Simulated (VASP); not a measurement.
# P (I-4m2) in VASP: a series of runs

The runs below take P through single point, relaxation of cell and atoms, with PBE.

All numbers are computed with VASP 6.6.1; they aren't measurements. Logs are shortened: lines on timing, memory, paths and dates and some standing lists are left out, and cuts for length are marked.

**1. The cell of the first run**

The structure is tetragonal, space group I-4m2 (No. 119). Conventional cell: a = 6.385 Å, b = 6.385 Å, c = 4.253 Å, α = 90.00°, β = 90.00°, γ = 90.00°. P (site symmetry -4m2) has 4 P at 2.27 Å within 3.0 Å. P (site symmetry m) has 5 P at 2.27 to 2.62 Å within 3.0 Å.

**2. Single point, PBE**

Input file INCAR:

```
PREC = Accurate
ENCUT = 520
EDIFF = 1E-6
ISMEAR = 0
SIGMA = 0.1
LREAL = F
LASPH = T
NELM = 100
ALGO = Normal
ISIF = 2
LWAVE = F
LCHARG = T
GGA = PE
LELF = T
LVHAR = T
NBANDS = 20
```

Input file KPOINTS:

```
Automatic mesh
0
Gamma
  10 10 10
```

Input file POSCAR:

```
P
1.0
   -3.1927180274      3.1927180274      2.1262907149
    3.1927180274     -3.1927180274      2.1262907149
    3.1927180274      3.1927180274     -2.1262907149
P
5
Direct
    0.0000000000      0.0000000000      0.0000000000
    0.1024522969      0.3626751253      0.7397771716
    0.6373248747      0.8975477031      0.2602228284
    0.6373248747      0.3771020462      0.7397771716
    0.6228979538      0.3626751253      0.2602228284
```

Potentials or basis: VASP PAW PBE potentials, release 64 (P).

Run with:

```console
cat potpaw_PBE.64/P/POTCAR > POTCAR
mpirun -np 1 vasp_std > vasp.out
```

OUTCAR:

```text
PREC = Accurate
   ENCUT = 520
   EDIFF = 1E-6
   ISMEAR = 0
   LREAL = F
   LASPH = T
   NELM = 100
   ISIF = 2
   GGA = PE

 ion  position               nearest neighbor table
   1  0.000  0.000  0.000-   2 2.27   3 2.27   5 2.27   4 2.27
   2  0.102  0.363  0.740-   1 2.27   4 2.37   3 2.37   3 2.62   4 2.62
   3  0.637  0.898  0.260-   1 2.27   5 2.37   2 2.37   2 2.62   5 2.62
   4  0.637  0.377  0.740-   1 2.27   2 2.37   5 2.37   5 2.62   2 2.62
   5  0.623  0.363  0.260-   1 2.27   3 2.37   4 2.37   4 2.62   3 2.62

  LATTYP: Found a body centered tetragonal cell.
 ALAT       =     6.3854360548
 C/A-ratio  =     0.6659813666

  Lattice vectors:

 A1 = (  -3.1927180274,   3.1927180274,   2.1262907149)
 A2 = (   3.1927180274,  -3.1927180274,   2.1262907149)
 A3 = (   3.1927180274,   3.1927180274,  -2.1262907149)

Analysis of symmetry for initial positions (statically):
=====================================================================
 Subroutine PRICEL returns:
 Original cell was already a primitive cell.

 Routine SETGRP: Setting up the symmetry group for a
 body centered tetragonal supercell.

 Subroutine GETGRP returns: Found  8 space group operations
 (whereof  8 operations were pure point group operations)
 out of a pool of 16 trial point group operations.

The static configuration has the point symmetry D_2d.

Analysis of symmetry for dynamics (positions and initial velocities):
=====================================================================
 Subroutine PRICEL returns:
 Original cell was already a primitive cell.

 Routine SETGRP: Setting up the symmetry group for a
 body centered tetragonal supercell.

 Subroutine GETGRP returns: Found  8 space group operations
 (whereof  8 operations were pure point group operations)
 out of a pool of 16 trial point group operations.

The dynamic configuration has the point symmetry D_2d.

 Subroutine INISYM returns: Found  8 space group operations
 (whereof  8 operations are pure point group operations),
 and found     1 'primitive' translations

----------------------------------------------------------------------------------------

                                     Primitive cell

  volume of cell :      86.6969

  direct lattice vectors                    reciprocal lattice vectors
    -3.192718027  3.192718027  2.126290715     0.000000000  0.156606376  0.235151288
     3.192718027 -3.192718027  2.126290715     0.156606376  0.000000000  0.235151288
     3.192718027  3.192718027 -2.126290715     0.156606376  0.156606376  0.000000000

  length of vectors
     4.990792423  4.990792423  4.990792423     0.282527318  0.282527318  0.221474861

  position of ions in fractional coordinates (direct lattice)
     0.000000000  0.000000000  0.000000000
     0.102452297  0.362675125  0.739777172
     0.637324875  0.897547703  0.260222828
     0.637324875  0.377102046  0.739777172
     0.622897954  0.362675125  0.260222828

  ion indices of the primitive-cell ions
   primitive index   ion index
                 1           1
                 2           2
                 3           3
                 4           4
                 5           5

----------------------------------------------------------------------------------------

 KPOINTS: Automatic mesh

Automatic generation of k-mesh.
 Grid dimensions read from file:
 generate k-points for:   10   10   10

 Generating k-lattice:

  Cartesian coordinates                     Fractional coordinates (reciprocal lattice)
     0.000000000  0.015660638  0.023515129     0.100000000  0.000000000 -0.000000000
     0.015660638  0.000000000  0.023515129     0.000000000  0.100000000 -0.000000000
     0.015660638  0.015660638  0.000000000     0.000000000  0.000000000  0.100000000

  Length of vectors
     0.028252732  0.028252732  0.022147486

  Shift w.r.t. Gamma in fractional coordinates (k-lattice)
     0.000000000  0.000000000  0.000000000

 Subroutine IBZKPT returns following result:
 ===========================================

 Found    102 irreducible k-points:

 Following reciprocal coordinates:
            Coordinates               Weight
  0.000000  0.000000  0.000000      1.000000
  0.100000  0.000000  0.000000      8.000000
  0.200000  0.000000  0.000000      8.000000
  0.300000 -0.000000  0.000000      8.000000
  0.400000  0.000000  0.000000      8.000000
  0.500000  0.000000  0.000000      4.000000
[... 16 lines left out ...]
  0.300000  0.300000  0.000000      8.000000
  0.400000  0.300000  0.000000     16.000000
 [... further k-points ...]
   k-points           NKPTS =    102   k-points in BZ     NKDIM =    102   number of bands    NBANDS=     20
   number of dos      NEDOS =    301   number of ions     NIONS =      5
   total plane-waves  NPLWV =  64000
   dimension x,y,z NGX =    40 NGY =   40 NGZ =   40
   dimension x,y,z NGXF=    80 NGYF=   80 NGZF=   80
   ions per type =               5
   NGX,Y,Z   is equivalent  to a cutoff of  13.32, 13.32, 13.32 a.u.
   NGXF,Y,Z  is equivalent  to a cutoff of  26.65, 26.65, 26.65 a.u.
 SYSTEM =  unknown system
   PREC   = accura    normal or accurate (medium, high low for compatibility)
   ISTART =      0    job   : 0-new  1-cont  2-samecut
   ICHARG =      2    charge: 1-file 2-atom 10-const
   ISPIN  =      1    spin polarized calculation?
   LNONCOLLINEAR =      F non collinear calculations
   LSORBIT =      F    spin-orbit coupling
   LASPH  =      T    aspherical Exc in radial PAW
   ENCUT  =  520.0 eV  38.22 Ry    6.18 a.u.   9.28  9.28  9.28*2*pi/ulx,y,z
   NELM   =    100;   NELMIN=  2; NELMDL= -5     # of ELM steps
   EDIFF  = 0.1E-05   stopping-criterion for ELM
   LREAL  =      F    real-space projection
   EDIFFG = 0.1E-04   stopping-criterion for IOM
   NSW    =      0    number of steps for IOM
   IBRION =     -1    ionic relax: 0-MD 1-quasi-New 2-CG
   NFREE  =      0    steps in history (QN), initial steepest desc. (CG)
   ISIF   =      2    stress and relaxation
   ISYM   =      2    0-nonsym 1-usesym 2-fastsym
   POTIM  = 0.5000    time-step for ionic-motion
   TEBEG  =    0.0;   TEEND  =   0.0 temperature during run
   PSTRESS=    0.0 pullay stress
   NELECT =      25.0000    total number of electrons
   NUPDOWN=      -1.0000    fix difference up-down
   EMIN   =  10.00;   EMAX   =-10.00  energy-range for DOS
   EFERMI =   0.00;   METHOD = LEGACY
   ISMEAR =     0;   SIGMA  =   0.10  broadening in eV -4-tet -1-fermi 0-gaus
   EFERMI_NEDOS =   21; number of points for ismear=-14 and -15
   IALGO  =     38    algorithm
   IMIX   =      4    mixing-type and parameters
     AMIX     =   0.40;   BMIX     =  1.00
     AMIX_MAG =   1.60;   BMIX_MAG =  1.00
  volume/ion in A,a.u.               =      17.34       117.01
  Fermi-wavevector in a.u.,A,eV,Ry     =   1.081567  2.043866 15.915932  1.169788
  Thomas-Fermi vector in A             =   2.217587
   LORBIT       =      0    0 simple, 1 ext, 2 COOP (PROOUT), +10 PAW based schemes
   GGA     = PE    functional components
   LHFCALC =     F    Hartree Fock is set to
   AEXX    =    0.0000 exact exchange contribution
   IVDW    =     0    specifies the selected vdW correction
   LEPSILON=     F    determine dielectric tensor
   LRPA    =     F    only Hartree local field effects (RPA)
 non-spin polarized calculation
 Gauss-broadening in eV      SIGMA  =   0.10
  energy-cutoff  :      520.00
  volume of cell :       86.70
 maximum number of plane-waves:      2348
 NGX is ok and might be reduce to    40
   NGX = 19   NGY = 19   NGZ = 19

 number of electron      25.0000001 magnetization

 Free energy of the ion-electron system (eV)
  ---------------------------------------------------
  ext. energy  EPLUGINS =         0.00000000
  ---------------------------------------------------
  free energy    TOTEN  =       -25.85715446 eV

  energy without entropy =      -25.84923771  energy(sigma->0) =      -25.85319608

 E-fermi :   7.8661     XC(G=0): -10.3095

 val. band max:        7.8545564392   @ k =  -0.3000   0.2000   0.0000
 cond. band min:       7.8668929211   @ k =  -0.2000   0.4000   0.2000
 fundamental gap:      0.0123364819
 Fermi energy:         7.8661261853

 k-point     1 :       0.0000    0.0000    0.0000
  band No.  band energies     occupation
      1      -8.4383      2.00000
      2      -2.8410      2.00000
      3      -2.8410      2.00000
      4      -2.7727      2.00000
      5      -0.1927      2.00000
      6       1.3486      2.00000
[... 12 lines left out ...]
     19      14.0471      0.00000
     20      14.2893      0.00000

 k-point     2 :       0.1000    0.0000    0.0000
  band No.  band energies     occupation
      1      -8.3452      2.00000
      2      -3.3636      2.00000
      3      -2.8906      2.00000
      4      -2.3015      2.00000
      5      -0.6921      2.00000
      6       1.4946      2.00000
[... 12 lines left out ...]
     19      13.5182      0.00000
     20      14.0995      0.00000

 k-point     3 :       0.2000    0.0000    0.0000
  band No.  band energies     occupation
      1      -8.0692      2.00000
      2      -3.8914      2.00000
      3      -3.0066      2.00000
      4      -2.4355      2.00000
      5      -0.8686      2.00000
      6       1.6980      2.00000
[... 12 lines left out ...]
     19      12.5329      0.00000
     20      13.6112      0.00000

 k-point     4 :       0.3000   -0.0000    0.0000
  band No.  band energies     occupation
      1      -7.6230      2.00000
      2      -4.4776      2.00000
      3      -3.1280      2.00000
      4      -3.1057      2.00000
      5      -0.3436      2.00000
      6       1.4513      2.00000
[... 429 lines left out ...]
 k-point    23 :       0.3000    0.3000    0.0000
  band No.  band energies     occupation
      1      -6.2320      2.00000
      2      -6.0504      2.00000
      3      -4.5110      2.00000
      4      -2.2036      2.00000
      5      -0.4140      2.00000
      6       0.5675      2.00000
[... 12 lines left out ...]
     19      11.8073      0.00000
     20      13.4159      0.00000

 k-point    24 :       0.4000    0.3000    0.0000
  band No.  band energies     occupation
      1      -6.7335      2.00000
      2      -5.9360      2.00000
      3      -4.0854      2.00000
      4      -2.0638      2.00000
      5      -0.1909      2.00000
      6       0.7474      2.00000
[... 12 lines left out ...]
     19      12.3749      0.00000
     20      13.4664      0.00000

 [... further k-points ...]
[... 5 lines left out ...]
  --------------------------------------------------------------------------------------
  -------------------------------------------------------------------------------------
  Total       -0.1401988     -0.1401988     -0.1702280      0.0000000      0.0000000      0.0000000
  in kB       -2.5909025     -2.5909025     -3.1458479      0.0000000      0.0000000      0.0000000
  external PRESSURE =      -2.7758843 kB  Pullay stress =       0.0000000 kB

 VOLUME and BASIS-vectors are now :
 -----------------------------------------------------------------------------
  energy-cutoff  :      520.00
  volume of cell :       86.70
      direct lattice vectors                 reciprocal lattice vectors
    -3.192718027  3.192718027  2.126290715     0.000000000  0.156606376  0.235151288
     3.192718027 -3.192718027  2.126290715     0.156606376  0.000000000  0.235151288
     3.192718027  3.192718027 -2.126290715     0.156606376  0.156606376  0.000000000

 POSITION                                       TOTAL-FORCE (eV/Angst)
 -----------------------------------------------------------------------------------
      0.00000      0.00000      0.00000         0.000000     -0.000000     -0.000000
      3.19272      1.53108     -0.58399         0.000000     -0.000303     -0.038638
      1.66164      0.00000      2.71028         0.000303     -0.000000      0.038638
      1.53108      3.19272      0.58399        -0.000303      0.000000      0.038638
     -0.00000      1.66164      1.54231        -0.000000      0.000303     -0.038638
 -----------------------------------------------------------------------------------
    total drift:                                0.000000     -0.000000      0.000000

  FREE ENERGIE OF THE ION-ELECTRON SYSTEM (eV)
  ---------------------------------------------------
  free  energy   TOTEN  =       -25.8571544577 eV

  energy  without entropy=      -25.8492377083  energy(sigma->0) =      -25.85319608
```

It took 67 s on 1 thread of Intel Xeon 6975P-C (Granite Rapids), shared host; peak memory 0.29 GiB.

Results:

* Free energy: -25.8572 eV
* Pressure: -0.3 GPa
* Largest force: 0.039 eV/Å

Forces on the atoms (eV/Å):
```
P    0.000  0.000  0.000
P    0.000  0.000 -0.039
P    0.000  0.000  0.039
P    0.000  0.000  0.039
P    0.000  0.000 -0.039
```

Levels at points of the mesh, in eV from the Fermi level:
```csv
k point,band 10,band 11,band 12,band 13,band 14,band 15
"(0.00, 0.00, 0.00)",-4.13,-3.83,-3.83,0.51,0.59,0.59
"(0.50, 0.00, 0.00)",-3.03,-2.04,-1.38,-0.35,0.89,0.96
"(0.50, 0.50, 0.00)",-3.71,-1.41,-0.84,-0.36,0.15,0.64
"(0.50, 0.50, 0.50)",-1.56,-1.56,-0.54,-0.52,-0.50,-0.20
```

[end of part 1 of 2]
